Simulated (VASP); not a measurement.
# CsNdBr4 (P4/mmm) in VASP: notebook, part 2 of 2

VASP 6.6.1.

## (3) Single point, PBE

INCAR reads:

```
PREC     = Accurate       # precision mode
ENCUT    = 500            # plane-wave cutoff, eV
EDIFF    = 1E-6           # SCF threshold, eV
ISMEAR   = 0              # smearing method
SIGMA    = 0.1            # smearing width, eV
LREAL    = False          # projectors in reciprocal space
LASPH    = True           # aspherical terms in the spheres
NELM     = 200            # most SCF steps
ALGO     = Normal         # electronic algorithm
ISIF     = 2              # what is computed and relaxed
LWAVE    = False          # write WAVECAR
LCHARG   = False          # write CHGCAR
GGA      = PE             # functional
NBANDS   = 33             # bands
GGA_COMPAT= False        
LMAXMIX  = 6              # l up to which the mixer works
```

KPOINTS reads:

```
Automatic mesh
0
Gamma
  4 4 2
```

POSCAR reads:

```
CsNdBr4
1.0
    4.2618979272      0.0000000000      0.0000000000
    0.0000000000      4.2618979272      0.0000000000
    0.0000000000      0.0000000000     10.4751217544
Cs Nd Br
1 1 4
Direct
    0.5000000000      0.5000000000      0.5000000000
    0.0000000000      0.0000000000      0.0000000000
    0.0000000000      0.0000000000      0.7049141331
    0.5000000000      0.5000000000      0.1452616102
    0.5000000000      0.5000000000      0.8547383898
    0.0000000000      0.0000000000      0.2950858669
```

Potentials or basis: VASP PAW PBE potentials, release 64 (Cs_sv, Nd_3, Br), 4f in core.

Launch:

```sh
$ cat potpaw_PBE.64/Cs_sv/POTCAR potpaw_PBE.64/Nd_3/POTCAR potpaw_PBE.64/Br/POTCAR > POTCAR
$ mpirun -np 1 vasp_std > vasp.out
```

OUTCAR:

```text
PREC = Accurate
   ENCUT = 500
   EDIFF = 1E-6
   ISMEAR = 0
   LREAL = False
   LASPH = True
   NELM = 200
   ISIF = 2
   GGA = PE

 ion  position               nearest neighbor table
   1  0.500  0.500  0.500-
   2  0.000  0.000  0.000-   3 3.09   6 3.09
   3  0.000  0.000  0.705-   2 3.09
   4  0.500  0.500  0.145-
   5  0.500  0.500  0.855-
   6  0.000  0.000  0.295-   2 3.09

  LATTYP: Found a simple tetragonal cell.
 ALAT       =     4.2618979272
 C/A-ratio  =     2.4578537387

  Lattice vectors:

 A1 = (   4.2618979272,   0.0000000000,   0.0000000000)
 A2 = (   0.0000000000,   4.2618979272,   0.0000000000)
 A3 = (   0.0000000000,   0.0000000000,  10.4751217544)

Analysis of symmetry for initial positions (statically):
=====================================================================
 Subroutine PRICEL returns:
 Original cell was already a primitive cell.

 Routine SETGRP: Setting up the symmetry group for a
 simple tetragonal supercell.

 Subroutine GETGRP returns: Found 16 space group operations
 (whereof 16 operations were pure point group operations)
 out of a pool of 16 trial point group operations.

The static configuration has the point symmetry D_4h.

Analysis of symmetry for dynamics (positions and initial velocities):
=====================================================================
 Subroutine PRICEL returns:
 Original cell was already a primitive cell.

 Routine SETGRP: Setting up the symmetry group for a
 simple tetragonal supercell.

 Subroutine GETGRP returns: Found 16 space group operations
 (whereof 16 operations were pure point group operations)
 out of a pool of 16 trial point group operations.

The dynamic configuration has the point symmetry D_4h.

 Subroutine INISYM returns: Found 16 space group operations
 (whereof 16 operations are pure point group operations),
 and found     1 'primitive' translations

----------------------------------------------------------------------------------------

                                     Primitive cell

  volume of cell :     190.2677

  direct lattice vectors                    reciprocal lattice vectors
     4.261897927  0.000000000  0.000000000     0.234637248  0.000000000  0.000000000
     0.000000000  4.261897927  0.000000000     0.000000000  0.234637248  0.000000000
     0.000000000  0.000000000 10.475121754     0.000000000  0.000000000  0.095464284

  length of vectors
     4.261897927  4.261897927 10.475121754     0.234637248  0.234637248  0.095464284

  position of ions in fractional coordinates (direct lattice)
     0.500000000  0.500000000  0.500000000
     0.000000000  0.000000000  0.000000000
     0.000000000  0.000000000  0.704914133
     0.500000000  0.500000000  0.145261610
     0.500000000  0.500000000  0.854738390
     0.000000000  0.000000000  0.295085867

  ion indices of the primitive-cell ions
   primitive index   ion index
                 1           1
                 2           2
                 3           3
[... 27 lines left out ...]

 Found     12 irreducible k-points:

 Following reciprocal coordinates:
            Coordinates               Weight
  0.000000  0.000000  0.000000      1.000000
  0.250000  0.000000  0.000000      4.000000
  0.500000  0.000000  0.000000      2.000000
  0.250000  0.250000  0.000000      4.000000
  0.500000  0.250000  0.000000      4.000000
  0.500000  0.500000  0.000000      1.000000
  0.000000  0.000000  0.500000      1.000000
  0.250000  0.000000  0.500000      4.000000
  0.500000  0.000000  0.500000      2.000000
  0.250000  0.250000  0.500000      4.000000
  0.500000  0.250000  0.500000      4.000000
  0.500000  0.500000  0.500000      1.000000
   k-points           NKPTS =     12   k-points in BZ     NKDIM =     12   number of bands    NBANDS=     33
   number of dos      NEDOS =    301   number of ions     NIONS =      6
   total plane-waves  NPLWV =  81920
   dimension x,y,z NGX =    32 NGY =   32 NGZ =   80
   dimension x,y,z NGXF=    64 NGYF=   64 NGZF=  160
   ions per type =               1   1   4
   NGX,Y,Z   is equivalent  to a cutoff of  12.48, 12.48, 12.70 a.u.
   NGXF,Y,Z  is equivalent  to a cutoff of  24.96, 24.96, 25.39 a.u.
 SYSTEM =  unknown system
   PREC   = accura    normal or accurate (medium, high low for compatibility)
   ISTART =      0    job   : 0-new  1-cont  2-samecut
   ICHARG =      2    charge: 1-file 2-atom 10-const
   ISPIN  =      1    spin polarized calculation?
   LNONCOLLINEAR =      F non collinear calculations
   LSORBIT =      F    spin-orbit coupling
   LASPH  =      T    aspherical Exc in radial PAW
   ENCUT  =  500.0 eV  36.75 Ry    6.06 a.u.   7.77  7.77 19.10*2*pi/ulx,y,z
   NELM   =    200;   NELMIN=  2; NELMDL= -5     # of ELM steps
   EDIFF  = 0.1E-05   stopping-criterion for ELM
   LREAL  =      F    real-space projection
   EDIFFG = 0.1E-04   stopping-criterion for IOM
   NSW    =      0    number of steps for IOM
   IBRION =     -1    ionic relax: 0-MD 1-quasi-New 2-CG
   NFREE  =      0    steps in history (QN), initial steepest desc. (CG)
   ISIF   =      2    stress and relaxation
   ISYM   =      2    0-nonsym 1-usesym 2-fastsym
   POTIM  = 0.5000    time-step for ionic-motion
   TEBEG  =    0.0;   TEEND  =   0.0 temperature during run
   PSTRESS=    0.0 pullay stress
   NELECT =      48.0000    total number of electrons
   NUPDOWN=      -1.0000    fix difference up-down
   EMIN   =  10.00;   EMAX   =-10.00  energy-range for DOS
   EFERMI =   0.00;   METHOD = LEGACY
   ISMEAR =     0;   SIGMA  =   0.10  broadening in eV -4-tet -1-fermi 0-gaus
   EFERMI_NEDOS =   21; number of points for ismear=-14 and -15
   IALGO  =     38    algorithm
   IMIX   =      4    mixing-type and parameters
     AMIX     =   0.40;   BMIX     =  1.00
     AMIX_MAG =   1.60;   BMIX_MAG =  1.00
  volume/ion in A,a.u.               =      31.71       214.00
  Fermi-wavevector in a.u.,A,eV,Ry     =   1.034428  1.954785 14.558790  1.070041
  Thomas-Fermi vector in A             =   2.168723
   LORBIT       =      0    0 simple, 1 ext, 2 COOP (PROOUT), +10 PAW based schemes
   GGA     = PE    functional components
   LHFCALC =     F    Hartree Fock is set to
   AEXX    =    0.0000 exact exchange contribution
   IVDW    =     0    specifies the selected vdW correction
   LEPSILON=     F    determine dielectric tensor
   LRPA    =     F    only Hartree local field effects (RPA)
 non-spin polarized calculation
 Gauss-broadening in eV      SIGMA  =   0.10
  energy-cutoff  :      500.00
  volume of cell :      190.27
 maximum number of plane-waves:      4860
 NGX is ok and might be reduce to    32
   NGX = 15   NGY = 15   NGZ = 39

 number of electron      47.9999989 magnetization

 Free energy of the ion-electron system (eV)
  ---------------------------------------------------
  ext. energy  EPLUGINS =         0.00000000
  ---------------------------------------------------
  free energy    TOTEN  =       -21.07602472 eV

  energy without entropy =      -21.07455309  energy(sigma->0) =      -21.07528891

 E-fermi :   1.6577     XC(G=0):  -8.8364

 val. band max:        1.4982688083   @ k =   0.5000   0.2500   0.5000
 cond. band min:       1.7868854401   @ k =   0.0000   0.0000   0.0000
 fundamental gap:      0.2886166319
 Fermi energy:         1.6576797651

 k-point     1 :       0.0000    0.0000    0.0000
  band No.  band energies     occupation
      1     -37.2542      2.00000
      2     -18.5744      2.00000
      3     -18.2533      2.00000
      4     -18.2533      2.00000
      5     -18.1105      2.00000
      6     -13.1582      2.00000
[... 421 lines left out ...]
     32       8.1266      0.00000
     33       8.1268      0.00000

------------------------ aborting loop because EDIFF is reached ----------------------------------------

  FORCE on cell =-STRESS in cart. coord.  units (eV):
  Direction    XX          YY          ZZ          XY          YZ          ZX
  --------------------------------------------------------------------------------------
  -------------------------------------------------------------------------------------
  Total       -0.0512099     -0.0512099     -0.0191947      0.0000000      0.0000000      0.0000000
  in kB       -0.4312207     -0.4312207     -0.1616317      0.0000000      0.0000000      0.0000000
  external PRESSURE =      -0.3413577 kB  Pullay stress =       0.0000000 kB

 VOLUME and BASIS-vectors are now :
 -----------------------------------------------------------------------------
  energy-cutoff  :      500.00
  volume of cell :      190.27
      direct lattice vectors                 reciprocal lattice vectors
     4.261897927  0.000000000  0.000000000     0.234637248  0.000000000  0.000000000
     0.000000000  4.261897927  0.000000000     0.000000000  0.234637248  0.000000000
     0.000000000  0.000000000 10.475121754     0.000000000  0.000000000  0.095464284

 POSITION                                       TOTAL-FORCE (eV/Angst)
 -----------------------------------------------------------------------------------
      2.13095      2.13095      5.23756         0.000000     -0.000000      0.000000
      0.00000      0.00000      0.00000         0.000000     -0.000000      0.000000
      0.00000      0.00000      7.38406        -0.000000     -0.000000      0.010331
      2.13095      2.13095      1.52163         0.000000      0.000000     -0.013523
      2.13095      2.13095      8.95349        -0.000000      0.000000      0.013523
      0.00000      0.00000      3.09106         0.000000     -0.000000     -0.010331
 -----------------------------------------------------------------------------------
    total drift:                                0.000000     -0.000000      0.000000

  FREE ENERGIE OF THE ION-ELECTRON SYSTEM (eV)
  ---------------------------------------------------
  free  energy   TOTEN  =       -21.0760247191 eV

  energy  without entropy=      -21.0745530920  energy(sigma->0) =      -21.07528891
```

It took 36 s on 1 thread of Intel Xeon 6975P-C (Granite Rapids), shared host; peak memory 0.3 GiB.

Results:

```
Free energy            : -21.0760 eV
Pressure               : 0.0 GPa
Largest force          : 0.014 eV/Å
Band gap on the k mesh : 0.29 eV (least direct gap 0.34 eV)
```

Forces on the atoms (eV/Å):
```
Cs   0.000  0.000  0.000
Nd   0.000  0.000  0.000
Br   0.000  0.000  0.010
Br   0.000  0.000 -0.014
Br   0.000  0.000  0.014
Br   0.000  0.000 -0.010
```

Levels at points of the mesh, in eV from the valence-band top:
```csv
k point,band 20,band 21,band 22,band 23,band 24,band 25,band 26,band 27,band 28,band 29
"(0.00, 0.00, 0.00)",-0.56,-0.24,-0.24,-0.12,-0.12,0.29,2.40,2.63,3.60,3.65
"(0.50, 0.00, 0.00)",-1.15,-0.76,-0.74,-0.73,-0.29,2.22,2.65,2.81,3.47,3.93
"(0.50, 0.50, 0.00)",-0.65,-0.65,-0.62,-0.62,-0.58,3.23,3.78,3.79,3.79,3.86
"(0.00, 0.00, 0.50)",-0.82,-0.32,-0.32,-0.05,-0.05,0.29,2.47,2.63,3.67,3.67
"(0.50, 0.00, 0.50)",-0.92,-0.85,-0.81,-0.64,-0.34,2.20,2.53,2.77,3.46,4.01
"(0.50, 0.50, 0.50)",-0.88,-0.88,-0.77,-0.39,-0.39,3.29,3.80,3.80,3.86,4.21
```

Caveat: spin-orbit coupling is left out, which moves the levels of the heavy elements; the 4f electrons are frozen in the core, so they carry no moment and show no levels. Spin polarisation is off, so any magnetic state and its effect on volume and gap are missing.

## (4) Single point, PBE

This run uses another cell than the first one, of 32.49 Å³/atom.

INCAR reads:

```
SYSTEM = CsNdBr4
  PREC = Accurate
  ENCUT = 500
  EDIFF = 1E-6
  ISMEAR = 0
  SIGMA = 0.1
  LREAL = .False.
  LASPH = .True.
  NELM = 200
  ALGO = Normal
  ISIF = 2
  LWAVE = .False.
  LCHARG = .True.
  GGA = PE
  LELF = .True.
  LVHAR = .True.
  NBANDS = 33
  GGA_COMPAT = .False.
  LMAXMIX = 6
```

KPOINTS reads:

```
Automatic mesh
0
Gamma
  4 4 2
  0 0 0
```

POSCAR reads:

```
CsNdBr4
1.0
    4.8817915600      0.0000000000      0.0000000000
    0.0000000000      4.8817915600      0.0000000000
    0.0000000000      0.0000000000      8.1800073500
Cs Nd Br
1 1 4
Direct
    0.5000000000      0.5000000000      0.5000000000
    0.0000000000      0.0000000000      0.0000000000
    0.0000000000      0.0000000000      0.5993260100
    0.5000000000      0.5000000000      0.0993470000
    0.5000000000      0.5000000000      0.9006530000
    0.0000000000      0.0000000000      0.4006739900
```

Potentials or basis: VASP PAW PBE potentials, release 64 (Cs_sv, Nd_3, Br), 4f in core.

Launch:

```sh
$ cat potpaw_PBE.64/Cs_sv/POTCAR potpaw_PBE.64/Nd_3/POTCAR potpaw_PBE.64/Br/POTCAR > POTCAR
$ mpirun -np 1 vasp_std > vasp.out
```

OUTCAR:

```text
SYSTEM = CsNdBr4
   PREC = Accurate
   ENCUT = 500
   EDIFF = 1E-6
   ISMEAR = 0
   LREAL = .False.
   LASPH = .True.
   NELM = 200
   ISIF = 2
   GGA = PE

 ion  position               nearest neighbor table
   1  0.500  0.500  0.500-
   2  0.000  0.000  0.000-   3 3.28   6 3.28
   3  0.000  0.000  0.599-   6 1.62   2 3.28
   4  0.500  0.500  0.099-   5 1.63
   5  0.500  0.500  0.901-   4 1.63
   6  0.000  0.000  0.401-   3 1.62   2 3.28

  LATTYP: Found a simple tetragonal cell.
 ALAT       =     4.8817915600
[... 622 lines left out ...]
  -------------------------------------------------------------------------------------
  Total        1.4126639      1.4126639    178.5713903      0.0000000      0.0000000      0.0000000
  in kB       11.6101350     11.6101350   1467.6087889      0.0000000      0.0000000      0.0000000
  external PRESSURE =     496.9430196 kB  Pullay stress =       0.0000000 kB

 VOLUME and BASIS-vectors are now :
 -----------------------------------------------------------------------------
  energy-cutoff  :      500.00
  volume of cell :      194.95
      direct lattice vectors                 reciprocal lattice vectors
     4.881791560  0.000000000  0.000000000     0.204842830  0.000000000  0.000000000
     0.000000000  4.881791560  0.000000000     0.000000000  0.204842830  0.000000000
     0.000000000  0.000000000  8.180007350     0.000000000  0.000000000  0.122249279

 POSITION                                       TOTAL-FORCE (eV/Angst)
 -----------------------------------------------------------------------------------
      2.44090      2.44090      4.09000        -0.000000      0.000000     -0.000000
      0.00000      0.00000      0.00000        -0.000000      0.000000     -0.000000
      0.00000      0.00000      4.90249        -0.000000     -0.000000     55.899949
      2.44090      2.44090      0.81266        -0.000000     -0.000000     51.442931
      2.44090      2.44090      7.36735        -0.000000      0.000000    -51.442931
      0.00000      0.00000      3.27752         0.000000      0.000000    -55.899949
 -----------------------------------------------------------------------------------
    total drift:                                0.000000      0.000000     -0.000000

  FREE ENERGIE OF THE ION-ELECTRON SYSTEM (eV)
  ---------------------------------------------------
  free  energy   TOTEN  =        13.7315328983 eV

  energy  without entropy=       13.7479342976  energy(sigma->0) =       13.73973360
```

It took 37 s on 1 thread of Intel Xeon 6975P-C (Granite Rapids), shared host; peak memory 0.3 GiB.

What came out:

```yaml
Free_energy: 13.7315 eV
Pressure: 49.7 GPa
Largest_force: 55.900 eV/Å
Band_gap_on_the_k_mesh: zero (bands 24 and 25 overlap by 1.24 eV)
```

Forces in eV/Å, atoms in the order of the input:
```
Cs    0.000   0.000   0.000
Nd    0.000   0.000   0.000
Br    0.000   0.000  55.900
Br    0.000   0.000  51.443
Br    0.000   0.000 -51.443
Br    0.000   0.000 -55.900
```

Levels at points of the mesh, in eV from the Fermi level:
```tsv
k point	band 22	band 23	band 24	band 25	band 26	band 27
(0.00, 0.00, 0.00)	-3.57	-1.72	-1.48	-0.48	-0.47	0.02
(0.50, 0.00, 0.00)	-3.90	0.15	0.27	0.52	1.01	1.15
(0.50, 0.50, 0.00)	-3.68	-0.01	0.38	0.88	1.52	1.52
(0.00, 0.00, 0.50)	-3.99	-1.85	-1.32	-0.77	-0.58	-0.46
(0.50, 0.00, 0.50)	-3.83	-0.81	-0.28	0.24	0.57	0.68
(0.50, 0.50, 0.50)	-4.43	-0.66	0.03	0.51	0.85	1.12
```

Caveat: the k points lie up to 0.38 Å⁻¹ apart, too coarse for converged energies and pressures of a metal; atoms lie so close that the PAW spheres overlap strongly, which falsifies energies and pressures; spin-orbit coupling is left out, which moves the levels of the heavy elements; the 4f electrons are frozen in the core, so they carry no moment and show no levels; the run has no spin polarisation, though such a crystal can be magnetic; forces of over 1 eV/Å act on the atoms, so gaps and moduli don't describe the material at rest. Spin polarisation is off, so any magnetic state and its effect on volume and gap are missing.

## (5) Summary

| task | potentials or basis | cell | k mesh | cutoff (eV) | smearing | mended | gap on the mesh (eV) | pressure (GPa) | largest force (eV/Å) |
| --- | --- | --- | --- | --- | --- | --- | --- | --- | --- |
| relaxation of cell and atoms | VASP PAW PBE potentials, release 64 (Cs_sv, Nd, Br) | relaxed from a = 4.262, b = 4.262, c = 10.475 Å, 6 atoms, atomic positions A | 8 × 8 × 4 | 600 | gaussian 0.01 eV | - | none | 0.0 | - |
| single point | VASP PAW PBE potentials, release 64 (Cs_sv, Nd_3, Br), 4f in core | a = 4.262, b = 4.262, c = 10.475 Å, 6 atoms, atomic positions A | 4 × 4 × 2 | 500 | gaussian 0.1 eV | yes | 0.29 | 0.0 | 0.01 |
| single point | VASP PAW PBE potentials, release 64 (Cs_sv, Nd_3, Br), 4f in core | a = 4.882, b = 4.882, c = 8.180 Å, 6 atoms, atomic positions B | 4 × 4 × 2 | 500 | gaussian 0.1 eV | yes | none | 49.7 | 55.90 |

Alike in all rows: level PBE; no spin polarisation.

Caveats: some runs use coarse meshes; spin-orbit coupling is left out, which moves the levels of the heavy elements; the run has no spin polarisation, though such a crystal can be magnetic (at least some runs); the 4f electrons are frozen in the core, so they carry no moment and show no levels (at least some runs); an odd number of electrons without spin polarisation forces a metal (at least some runs); a magnetic or distorted state may lie lower (at least some runs); semilocal functionals describe open f shells poorly, which spoils levels, moments and volumes (at least some runs); atoms lie so close that the PAW spheres overlap strongly, which falsifies energies and pressures (at least some runs).

Absolute energies hang on the potentials; compare differences alone.
